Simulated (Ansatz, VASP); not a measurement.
One calculation of LiNbO3, two programs

```
Li Nb O
1.0
     2.59484    1.49813    4.67218
    -2.59484    1.49813    4.67218
     0.00000   -2.99627    4.67218
Li Nb O
2 2 6
Cartesian
  0.0000 0.0000 3.9475
  0.0000 0.0000 10.9557
  -0.0085 0.0204 0.0176
  -0.0085 0.0204 7.0258
  -0.6419 -1.4585 5.5581
  1.5841 0.1734 5.5581
  -0.9422 1.2852 5.5581
  -1.6527 -0.2130 7.8942
  0.6419 1.5377 7.8942
  1.0107 -1.3248 7.8942
```

Change from the starting cell: all Nb atoms moved +0.025 Å, as atom 3 towards its neighbour atom 5 (O) at 1.884 Å.

Alike in both runs: task single point; functional PBE; k mesh 6 × 6 × 6; occupations gaussian, width 0.05 eV; no spin polarisation.

|  | VASP | Ansatz |
| --- | --- | --- |
| version | VASP 6.6.1 | Ansatz 0.2.0 |
| potentials or method | VASP PAW PBE potentials, release 64 (Li_sv, Nb_sv, O), cutoff 520 eV | scalar-relativistic, plane waves, PAW |
| valence electrons in the cell | 68 | 68 |

Ansatz gave:

* gap on the k mesh at the Fermi level (eV): 3.60
* least direct gap on the mesh (eV): 3.60
* rms of the force components (eV/Å): 0.139

Problem. What did VASP give for the same quantities?

Solution. gap on the k mesh at the Fermi level (eV): 3.58; least direct gap on the mesh (eV): 3.58; rms of the force components (eV/Å): 0.143.

Atom by atom the forces differ by 0.009 eV/Å (rms over components). With one functional, cell and mesh, what is left measures potentials, basis and numerics.

Noted on VASP's run: the cutoff is under 1.25 times that of the potentials, so the pressure is a little rough.
